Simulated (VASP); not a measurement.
# Ta (Fm-3m) in VASP: single point with r2SCAN

Aim: the single point of Ta with r2SCAN.

Everything below comes from runs of VASP 6.6.1. Logs are shortened: lines on timing, memory, paths and dates and some standing lists are left out, and cuts for length are marked.

### 1 The cell of the first run

The structure is cubic, space group Fm-3m (No. 225). The conventional cell has a = 4.208 Å, b = 4.208 Å, c = 4.208 Å, α = 90.00°, β = 90.00°, γ = 90.00°. Ta (site symmetry m-3m) has 12 Ta at 2.98 Å within 3.9 Å.

This isn't the form of Ta at room conditions, which is bcc.

### 2 Single point, r2SCAN, non-collinear spin, zero start, spin-orbit coupling

Contents of POSCAR:

```
Ta
1.0
    0.0000000000      2.1038338316      2.1038338316
    2.1038338316      0.0000000000      2.1038338316
    2.1038338316      2.1038338316      0.0000000000
Ta
1
Direct
    0.0000000000      0.0000000000      0.0000000000
```

Contents of INCAR.step1:

```
PREC = Accurate
ENCUT = 550
ISMEAR = -1
SIGMA = 0.1
LREAL = F
LASPH = T
NELM = 200
MAGMOM = 0 0 0
LSORBIT = T
GGA_COMPAT = F
LMAXMIX = 4
NBANDS = 22
GGA = PE
ALGO = Normal
EDIFF = 1E-5
LWAVE = T
LCHARG = F
```

Contents of INCAR.step2:

```
PREC = Accurate
ENCUT = 550
EDIFF = 1E-6
ISMEAR = -1
SIGMA = 0.1
LREAL = F
LASPH = T
NELM = 200
ALGO = Normal
ISIF = 2
LWAVE = F
LCHARG = T
MAGMOM = 0 0 0
LORBIT = 11
LSORBIT = T
GGA_COMPAT = F
LORBMOM = T
LMAXMIX = 4
METAGGA = R2SCAN
LMIXTAU = T
LVHAR = T
NBANDS = 22
ISTART = 1
```

Contents of KPOINTS:

```
Automatic mesh
0
Gamma
  13 13 13
```

Potentials or basis: VASP PAW PBE potentials, release 64 (Ta_pv).

Started as:

```console
> cat potpaw_PBE.64/Ta_pv/POTCAR > POTCAR
> cp INCAR.step1 INCAR
> mpirun -np 1 vasp_ncl > vasp.out
> cp INCAR.step2 INCAR
> mpirun -np 1 vasp_ncl > vasp.out
```

OUTCAR:

```text
PREC = Accurate
   ENCUT = 550
   EDIFF = 1E-6
   ISMEAR = -1
   LREAL = F
   LASPH = T
   NELM = 200
   ISIF = 2
   LORBIT = 11
   LSORBIT = T
   METAGGA = R2SCAN
   ISTART = 1

 ion  position               nearest neighbor table
   1  0.000  0.000  0.000-

  LATTYP: Found a face centered cubic cell.
 ALAT       =     4.2076676632

  Lattice vectors:

 A1 = (   0.0000000000,   2.1038338316,   2.1038338316)
 A2 = (   2.1038338316,   0.0000000000,   2.1038338316)
 A3 = (   2.1038338316,   2.1038338316,   0.0000000000)

Analysis of symmetry for initial positions (statically):
=====================================================================
 Subroutine PRICEL returns:
 Original cell was already a primitive cell.

 Routine SETGRP: Setting up the symmetry group for a
 face centered cubic supercell.

 Subroutine GETGRP returns: Found 48 space group operations
 (whereof 48 operations were pure point group operations)
 out of a pool of 48 trial point group operations.

The static configuration has the point symmetry O_h .

Analysis of symmetry for dynamics (positions and initial velocities):
=====================================================================
 Subroutine PRICEL returns:
 Original cell was already a primitive cell.

 Routine SETGRP: Setting up the symmetry group for a
 face centered cubic supercell.

 Subroutine GETGRP returns: Found 48 space group operations
 (whereof 48 operations were pure point group operations)
 out of a pool of 48 trial point group operations.

The dynamic configuration has the point symmetry O_h .

Analysis of structural, dynamic, and magnetic symmetry:
=====================================================================
 Subroutine PRICEL returns:
 Original cell was already a primitive cell.

 Routine SETGRP: Setting up the symmetry group for a
 face centered cubic supercell.

 Subroutine GETGRP returns: Found 48 space group operations
 (whereof 48 operations were pure point group operations)
 out of a pool of 48 trial point group operations.

The overall configuration has the point symmetry O_h .

 Subroutine INISYM returns: Found 48 space group operations
 (whereof 48 operations are pure point group operations),
 and found     1 'primitive' translations

----------------------------------------------------------------------------------------

                                     Primitive cell

  volume of cell :      18.6236

  direct lattice vectors                    reciprocal lattice vectors
     0.000000000  2.103833832  2.103833832    -0.237661355  0.237661355  0.237661355
     2.103833832  0.000000000  2.103833832     0.237661355 -0.237661355  0.237661355
     2.103833832  2.103833832  0.000000000     0.237661355  0.237661355 -0.237661355

  length of vectors
     2.975270338  2.975270338  2.975270338     0.411641543  0.411641543  0.411641543

  position of ions in fractional coordinates (direct lattice)
     0.000000000  0.000000000  0.000000000

  ion indices of the primitive-cell ions
   primitive index   ion index
                 1           1

----------------------------------------------------------------------------------------

 KPOINTS: Automatic mesh

Automatic generation of k-mesh.
 Grid dimensions read from file:
 generate k-points for:   13   13   13

 Generating k-lattice:

  Cartesian coordinates                     Fractional coordinates (reciprocal lattice)
    -0.018281643  0.018281643  0.018281643     0.076923077  0.000000000  0.000000000
     0.018281643 -0.018281643  0.018281643     0.000000000  0.076923077  0.000000000
     0.018281643  0.018281643 -0.018281643     0.000000000  0.000000000  0.076923077

  Length of vectors
     0.031664734  0.031664734  0.031664734

  Shift w.r.t. Gamma in fractional coordinates (k-lattice)
     0.000000000  0.000000000  0.000000000

 Subroutine IBZKPT returns following result:
 ===========================================

 Found     84 irreducible k-points:

 Following reciprocal coordinates:
            Coordinates               Weight
  0.000000  0.000000  0.000000      1.000000
  0.076923  0.000000  0.000000      8.000000
[... 40 lines left out ...]
   NELM   =    200;   NELMIN=  2; NELMDL=  0     # of ELM steps
   EDIFF  = 0.1E-05   stopping-criterion for ELM
   LREAL  =      F    real-space projection
   EDIFFG = 0.1E-04   stopping-criterion for IOM
   NSW    =      0    number of steps for IOM
   IBRION =     -1    ionic relax: 0-MD 1-quasi-New 2-CG
   NFREE  =      0    steps in history (QN), initial steepest desc. (CG)
   ISIF   =      2    stress and relaxation
   ISYM   =      2    0-nonsym 1-usesym 2-fastsym
   POTIM  = 0.5000    time-step for ionic-motion
   TEBEG  =    0.0;   TEEND  =   0.0 temperature during run
   PSTRESS=    0.0 pullay stress
   NELECT =      11.0000    total number of electrons
   NUPDOWN=      -1.0000    fix difference up-down
   EMIN   =  10.00;   EMAX   =-10.00  energy-range for DOS
   EFERMI =   0.00;   METHOD = LEGACY
   ISMEAR =    -1;   SIGMA  =   0.10  broadening in eV -4-tet -1-fermi 0-gaus
   EFERMI_NEDOS =   21; number of points for ismear=-14 and -15
   IALGO  =     38    algorithm
   IMIX   =      4    mixing-type and parameters
     AMIX     =   0.40;   BMIX     =  1.00
     AMIX_MAG =   1.60;   BMIX_MAG =  1.00
  volume/ion in A,a.u.               =      18.62       125.68
  Fermi-wavevector in a.u.,A,eV,Ry     =   1.373571  2.595672 25.670057  1.886696
  Thomas-Fermi vector in A             =   2.499075
   LORBIT       =     11    0 simple, 1 ext, 2 COOP (PROOUT), +10 PAW based schemes
   METAGGA = R2SCAN    functional components
   LHFCALC =     F    Hartree Fock is set to
   AEXX    =    0.0000 exact exchange contribution
   IVDW    =     0    specifies the selected vdW correction
   LEPSILON=     F    determine dielectric tensor
   LRPA    =     F    only Hartree local field effects (RPA)
  energy-cutoff  :      550.00
  volume of cell :       18.62
 maximum number of plane-waves:      1114
   NGX = 11   NGY = 11   NGZ = 11

 number of electron      11.0000001 magnetization       0.0000000     -0.0000000     -0.0000000

 number of electron      11.0000001 magnetization      -0.0000000      0.0000000      0.0000000

 Free energy of the ion-electron system (eV)
  ---------------------------------------------------
  ext. energy  EPLUGINS =         0.00000000
  ---------------------------------------------------
  free energy    TOTEN  =       -49.04865338 eV

  energy without entropy =      -49.01194682  energy(sigma->0) =      -49.03030010

 E-fermi :   5.4417     XC(G=0): -13.5753

 val. band max:        5.3726510496   @ k =   0.3846   0.2308   0.0769
 cond. band min:       5.4810291321   @ k =  -0.1538   0.2308   0.0769
 fundamental gap:      0.1083780825
 Fermi energy:         5.4417374953

 k-point     1 :       0.0000    0.0000    0.0000
  band No.  band energies     occupation
      1     -34.8128      1.00000
      2     -34.8128      1.00000
      3     -26.7267      1.00000
      4     -26.7267      1.00000
      5     -26.7267      1.00000
      6     -26.7267      1.00000
[... 589 lines left out ...]
     21      16.9294      0.00000
     22      16.9294      0.00000

 [... further k-points ...]

------------------------ aborting loop because EDIFF is reached ----------------------------------------

  FORCE on cell =-STRESS in cart. coord.  units (eV):
  Direction    XX          YY          ZZ          XY          YZ          ZX
  --------------------------------------------------------------------------------------
  -------------------------------------------------------------------------------------
  Total        0.0168569      0.0168569      0.0168569      0.0000000     -0.0000000     -0.0000000
  in kB        1.4501898      1.4501898      1.4501898      0.0000000     -0.0000000     -0.0000000
  external PRESSURE =       1.4501898 kB  Pullay stress =       0.0000000 kB

 VOLUME and BASIS-vectors are now :
 -----------------------------------------------------------------------------
  energy-cutoff  :      550.00
  volume of cell :       18.62
      direct lattice vectors                 reciprocal lattice vectors
     0.000000000  2.103833832  2.103833832    -0.237661355  0.237661355  0.237661355
     2.103833832  0.000000000  2.103833832     0.237661355 -0.237661355  0.237661355
     2.103833832  2.103833832  0.000000000     0.237661355  0.237661355 -0.237661355

 POSITION                                       TOTAL-FORCE (eV/Angst)
 -----------------------------------------------------------------------------------
      0.00000      0.00000      0.00000         0.000000      0.000000      0.000000
 -----------------------------------------------------------------------------------
    total drift:                               -0.000000      0.000000     -0.000000

  FREE ENERGIE OF THE ION-ELECTRON SYSTEM (eV)
  ---------------------------------------------------
  free  energy   TOTEN  =       -49.0486533754 eV

  energy  without entropy=      -49.0119468234  energy(sigma->0) =      -49.03030010

 orbital moment (x)

 # of ion     p       d       tot
 ----------------------------------------
  1         0.000  -0.000  -0.000
 ----------------------------------------
            0.000  -0.000  -0.000

 orbital moment (y)

 # of ion     p       d       tot
 ----------------------------------------
  1         0.000   0.000   0.000
 ----------------------------------------
            0.000   0.000   0.000

 orbital moment (z)

 # of ion     p       d       tot
 ----------------------------------------
  1         0.000   0.000   0.000
 ----------------------------------------
            0.000   0.000   0.000

 Spin-Orbit-Coupling matrix elements

 Ion:    1  E_soc:     -1.3638588
 l=   1
     0.0000000    -0.2046432    -0.2046432
    -0.2046432     0.0000000    -0.2046432
    -0.2046432    -0.2046432     0.0000000
 l=   2
     0.0000000    -0.0056435     0.0000000    -0.0056435    -0.0170231
    -0.0056435     0.0000000    -0.0127673    -0.0056435    -0.0042558
     0.0000000    -0.0127673     0.0000000    -0.0127673     0.0000000
    -0.0056435    -0.0056435    -0.0127673     0.0000000    -0.0042558
    -0.0170231    -0.0042558     0.0000000    -0.0042558     0.0000000
 l=   3
     0.0000000     0.0000000     0.0000000     0.0000000     0.0000000     0.0000000     0.0000000
     0.0000000     0.0000000     0.0000000     0.0000000     0.0000000     0.0000000     0.0000000
     0.0000000     0.0000000     0.0000000     0.0000000     0.0000000     0.0000000     0.0000000
     0.0000000     0.0000000     0.0000000     0.0000000     0.0000000     0.0000000     0.0000000
     0.0000000     0.0000000     0.0000000     0.0000000     0.0000000     0.0000000     0.0000000
     0.0000000     0.0000000     0.0000000     0.0000000     0.0000000     0.0000000     0.0000000
     0.0000000     0.0000000     0.0000000     0.0000000     0.0000000     0.0000000     0.0000000

 total charge

# of ion       s       p       d       tot
------------------------------------------
    1        0.388   6.190   2.296   8.874

 magnetization (x)

# of ion       s       p       d       tot
------------------------------------------
    1       -0.000   0.000   0.000   0.000

 magnetization (y)

# of ion       s       p       d       tot
------------------------------------------
    1        0.000   0.000   0.000   0.000

 magnetization (z)

# of ion       s       p       d       tot
------------------------------------------
    1        0.000   0.000   0.000   0.000
```

Run time: 7.8 min. Hardware: 1 thread of Intel Xeon 8259CL, shared host; peak memory 0.25 GiB.

What came out:

```yaml
Free_energy: -49.0487 eV
Pressure: 0.1 GPa
Net_moment: 0.00 μB per cell
Valence_electrons_inside_the_program's_atomic_spheres: Ta 8.87
```

Moments on the atoms (μB; x, y, z):
```
Ta  0.00 0.00 0.00
```

Caveat: the PAW data sets were made with another functional, which shifts forces and pressure a little.
